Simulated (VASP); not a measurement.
Runs of VASP 6.6.1 on TiCo. The structure is that of space group Pm-3m (No. 221), or close to it. The cells are those of the table. 

```csv
spin,cell,gap on the mesh (eV),pressure (GPa),moment (μB)
"collinear, ferrimagnetic start","a = 2.948 Å, 2 atoms",none,(a),0.90
"collinear, ferromagnetic start","a = 2.989 Å, 2 atoms",none,0.3,0.90
"collinear, ferrimagnetic start","a = 2.969 Å, 2 atoms",none,3.6,0.90
"collinear, ferrimagnetic start","a = 2.989 Å, 2 atoms",none,0.3,0.90
```

Alike in all rows: task single point; level r2SCAN; potentials or basis VASP PAW PBE potentials, release 64 (Ti_sv, Co); k mesh 12 × 12 × 12; cutoff (eV) 520; smearing gaussian 0.05 eV.

Question: Fill in the values left out.

Answer: (a) 7.3.

Caveats: the PAW data sets were made with another functional, which shifts forces and pressure a little; the cell stands under pressure (at least some runs).

A gap of «none» marks levels without a gap at the run's occupations.
